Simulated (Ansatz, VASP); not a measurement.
# Two plane-wave programs on Al3InAs4

The input INCAR:

```
PREC = Accurate
ENCUT = 600
EDIFF = 1E-6
ISMEAR = 0
SIGMA = 0.1
LREAL = False
LASPH = True
NELM = 100
ALGO = Normal
ISIF = 3
LWAVE = False
LCHARG = False
GGA = PE
IBRION = 2
NSW = 90
EDIFFG = -0.04
```

KPOINTS

```
Automatic mesh
0
Gamma
  4 4 2
```

Contents of POSCAR:

```
Al3InAs4
1.0
    3.9005255000      0.0000000000      0.0000000000
    0.0000000000      3.9005255000      0.0000000000
    0.0000000000      0.0000000000     11.0323521300
Al In As
3 1 4
Direct
    0.0000000000      0.0000000000      0.7500000000
    0.5000000000      0.5000000000      0.5000000000
    0.0000000000      0.0000000000      0.2500000000
    0.5000000000      0.5000000000      0.0000000000
    0.5000000000      0.0000000000      0.6250000000
    0.0000000000      0.5000000000      0.3750000000
    0.5000000000      0.0000000000      0.1250000000
    0.0000000000      0.5000000000      0.8750000000
```

Input for Ansatz:

```yaml
crystal:
  lattice:
    - [3.9005255, 0.0, 0.0]
    - [0.0, 3.9005255, 0.0]
    - [0.0, 0.0, 11.03235213]
  atoms:
    - { symbol: Al, position: [0.0, 0.0, 0.75] }
    - { symbol: Al, position: [0.5, 0.5, 0.5] }
    - { symbol: Al, position: [0.0, 0.0, 0.25] }
    - { symbol: In, position: [0.5, 0.5, 0.0] }
    - { symbol: As, position: [0.5, 0.0, 0.625] }
    - { symbol: As, position: [0.0, 0.5, 0.375] }
    - { symbol: As, position: [0.5, 0.0, 0.125] }
    - { symbol: As, position: [0.0, 0.5, 0.875] }
basis:
  ecutwfc: 420
kpoints:
  mp_grid: { grid: [4, 4, 2] }
hamiltonian:
  xc: pbe
scf:
  occupations: { method: gaussian, width: 0.1 }
  lower_state_search: "off"
output:
  forces: true
  stress: true
  eigenvalues: true
relax:
  adjacent_minimum: "off"
  f_tol: 0.04
  max_steps: 70
  cell: { stress_tol: 0.4 }
```

Alike in both runs: task relaxation of cell and atoms; functional PBE; k mesh 4 × 4 × 2; occupations gaussian, width 0.1 eV; no spin polarisation.

|  | VASP | Ansatz |
| --- | --- | --- |
| version | VASP 6.6.1 | Ansatz 0.2.0 |
| potentials or method | VASP PAW PBE potentials, release 64 (Al, In_d, As), cutoff 600 eV | scalar-relativistic, plane waves, PAW |
| valence electrons in the cell | 42 | 82 |

```csv
,VASP,Ansatz,Ansatz less VASP
"gap on the k mesh at the Fermi level, each at its own relaxed structure (eV)",1.03,1.06,+0.028
relaxed volume (Å³/atom),24.96,24.84,-0.125
relaxed cell length with the largest relative difference (Å),4.152,4.142,-0.0100
```

VASP's potentials hold 42 valence electrons a cell and Ansatz's 82, so a difference there can come from the potentials and not from the codes.

Noted on VASP's run: the volume moved by over 15 % at a fixed basis, so the end points are rough.
